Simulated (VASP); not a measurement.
Wanted: the native input for a VASP 6.6.1 run.

- Task: single point
- Functional: r2SCAN
- Potentials or basis: VASP PAW PBE potentials, release 64 (Na_pv, Cl)
- Cutoff: 520 eV
- k mesh: 8 × 8 × 8
- Occupations: gaussian, width 0.01 eV
- Spin: no spin polarisation
- Dipole correction: no
- Further INCAR settings: ALGO = Normal; EDIFF = 1e-07; NBANDS = 14

Crystal: NaCl.

```
Na Cl
1.0
     3.66401    0.00000    0.00000
     0.00000    3.66401    0.00000
     0.00000    0.00000    3.45955
Na Cl
1 1
Direct
  0.00000 0.00000 0.00000
  0.50000 0.50000 0.50000
```

This cell differs from its parent crystal: biaxial xy strain +5.9%.

The input as run:

POSCAR

```
NaCl
1.0
    3.6640050255      0.0000000000      0.0000000000
    0.0000000000      3.6640050255      0.0000000000
    0.0000000000      0.0000000000      3.4595458649
Na Cl
1 1
Direct
    0.0000000000      0.0000000000      0.0000000000
    0.5000000000      0.5000000000      0.5000000000
```

INCAR.step1

```
ALGO = Normal ; EDIFF = 1E-4
ENCUT = 520 ; GGA = PE
ISMEAR = 0 ; LASPH = True
LCHARG = False ; LREAL = False
LWAVE = True ; NBANDS = 14
NELM = 100 ; PREC = Accurate
SIGMA = 0.01
```

INCAR.step2

```
ALGO = Normal ; EDIFF = 1E-7
ENCUT = 520 ; ISIF = 2
ISMEAR = 0 ; ISTART = 1
LASPH = True ; LCHARG = True
LELF = True ; LMIXTAU = True
LREAL = False ; LVHAR = True
LWAVE = False ; METAGGA = R2SCAN
NBANDS = 14 ; NELM = 100
PREC = Accurate ; SIGMA = 0.01
```

KPOINTS

```
k-points
0
Gamma
  8 8 8
```

Potentials or basis: VASP PAW PBE potentials, release 64 (Na_pv, Cl).

The run is started by

```console
$ cat potpaw_PBE.64/Na_pv/POTCAR potpaw_PBE.64/Cl/POTCAR > POTCAR
$ cp INCAR.step1 INCAR
$ mpirun -np 1 vasp_std > vasp.out
$ cp INCAR.step2 INCAR
$ mpirun -np 1 vasp_std > vasp.out
```

Results of the run:

- Pressure: -2.6 GPa
- Band gap on the k mesh: 4.27 eV, indirect (least direct gap 4.63 eV)

Caveat: the cell differs from its parent crystal (biaxial xy strain +5.9%); the PAW data sets were made with another functional, which shifts forces and pressure a little.

Run time: 63 s on 1 thread of Intel(R) Xeon(R) 6975P-C (Granite Rapids), on a shared host, peak memory 0.18 GiB.
